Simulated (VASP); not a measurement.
**BaTiO3: single point with PBEsol**

The system is BaTiO3.

```
Ba Ti O
1.0
     4.00600    0.00000    0.00000
     0.00000    4.00600    0.00000
     0.00000    0.00000    4.00600
Ba Ti O
1 1 3
Direct
  0.50000 0.50000 0.50000
  0.00000 0.00000 0.00000
  0.50000 0.00000 0.00000
  0.00000 0.50000 0.00000
  0.00000 0.00000 0.50000
```

| Quantity | Value |
| --- | --- |
| Program | VASP 6.6.1 |
| Task | single point |
| Functional | PBEsol |
| Potentials or basis | VASP PAW PBE potentials, release 64 (Ba_sv, Ti_sv, O) |
| Cutoff | 520 eV |
| k mesh | 2 × 2 × 2 |
| Occupations | gaussian, width 0.01 eV |
| Spin | no spin polarisation |

```yaml
Pressure: -0.3 GPa
Band_gap_on_the_k_mesh: 1.31 eV, indirect (least direct gap 1.46 eV)
```

Levels at points of the mesh, in eV from the valence-band top:
```
           k point  band 18  band 19  band 20  band 21  band 22  band 23
(0.00, 0.00, 0.00)    -0.15    -0.15    -0.15     1.31     1.31     1.31
(0.50, 0.00, 0.00)    -1.94    -0.74    -0.74     1.46     3.13     3.13
(0.50, 0.50, 0.00)    -0.90    -0.90    -0.09     3.12     3.12     3.50
(0.50, 0.50, 0.50)     0.00     0.00     0.00     3.79     3.79     3.79
```

It took 6.1 s on 1 thread of AMD EPYC 9R45 96-Core Processor (Zen 5), on a shared host, peak memory 0.14 GiB.

Caveat: the k points lie up to 0.78 Å⁻¹ apart; the PAW data sets were made with another functional, which shifts forces and pressure a little; spin-orbit coupling is left out, which moves the levels of the heavy elements. A hybrid or GW would open this gap; PBEsol tends to underestimate it.
